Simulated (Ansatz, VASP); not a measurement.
**One calculation of ZnRe, two programs**

```xyz
2
Lattice="2.7482 0.0000 0.0000 -1.3741 2.3800 0.0000 0.0000 0.0000 4.4941" Properties=species:S:1:pos:R:3 pbc="T T T"
Zn    0.0000    0.0000    0.0000
Re    0.0000    1.5867    2.2470
```

Alike in both runs: task single point; functional BLYP; k mesh 14 × 14 × 8; no spin polarisation.

|  | VASP | Ansatz |
| --- | --- | --- |
| version | VASP 6.6.1 | Ansatz 0.2.0 |
| potentials or method | VASP PAW PBE potentials, release 64 (Zn, Re_sv_GW), cutoff 500 eV | plane waves, PAW |
| occupations | fermi-dirac, width 0.1 eV | fermi-dirac |
| valence electrons in the cell | 27 | 27 |

|  | VASP | Ansatz | Ansatz less VASP |
| --- | --- | --- | --- |
| pressure (GPa) | 8.1 | 8.1 | +0.05 |
| traceless stress, the component that is largest in VASP (GPa) | -1.77 | -1.77 | +0.004 |

VASP's potentials were made for PBE, not for BLYP.

Neither program's run includes spin-orbit coupling.
